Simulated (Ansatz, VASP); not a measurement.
## Two plane-wave programs on Cd

File INCAR:

```
ALGO = Normal
EDIFF = 1E-6
ENCUT = 520
ISIF = 2
ISMEAR = -1
LASPH = True
LCHARG = True
LELF = True
LREAL = False
LVHAR = True
LWAVE = False
NBANDS = 19
NELM = 100
PREC = Accurate
SIGMA = 0.1
```

KPOINTS

```
k-points
0
Gamma
  13 13 6
```

File POSCAR:

```
Cd
1.0
    2.8818641727      0.0000000000      0.0000000000
   -1.4409320863      2.4957675838      0.0000000000
    0.0000000000      0.0000000000      5.6383707528
Cd
2
Direct
    0.3333333333      0.6666666667      0.2500000000
    0.6666666667      0.3333333333      0.7500000000
```

Input for Ansatz:

```yaml
crystal:
  lattice:
    - [2.8818641727, 0.0, 0.0]
    - [-1.4409320863, 2.4957675838, 0.0]
    - [0.0, 0.0, 5.6383707528]
  atoms:
    - { symbol: Cd, position: [0.3333333333, 0.6666666667, 0.25] }
    - { symbol: Cd, position: [0.6666666667, 0.3333333333, 0.75] }
hamiltonian:
  xc: lda
  pseudopotentials:
    kind: paw
    azcp:
      Cd: "pseudopotentials/Cd.paw.azcp"
basis:
  ecutwfc: 420
  fft_grid_basis: typed
kpoints:
  mp_grid: { grid: [13, 13, 6], shift: [0, 0, 0] }
magnetization:
  spin_polarized: false
scf:
  occupations: { method: fermi_dirac, width: 0.1 }
  lower_state_search: "off"
output:
  stress: true
```

Alike in both runs: task single point; functional LDA; k mesh 13 × 13 × 6; occupations fermi-dirac, width 0.1 eV; no spin polarisation.

```csv
,VASP,Ansatz
version,VASP 6.6.1,Ansatz 0.2.0
potentials or method,"VASP PAW LDA potentials, release 64 (Cd), cutoff 520 eV","plane waves (420 eV) with PAW, scalar-relativistic"
valence electrons in the cell,24,40
```

Ansatz gave:

| Property | Result |
| --- | --- |
| pressure (GPa) | 0.1 |
| traceless stress, the component that is largest in VASP (GPa) | -1.90 |

Which values does VASP return?

Pressure (GPa): 0.8; traceless stress, the component that is largest in VASP (GPa): -2.29.

Ansatz warns that its potentials were made for another functional, while VASP's fit it. LDA's correlation is that of Perdew and Zunger in VASP and of Perdew and Wang (1992) in Ansatz. VASP's potentials hold 24 valence electrons a cell and Ansatz's 40, so a difference there can come from the potentials and not from the codes.
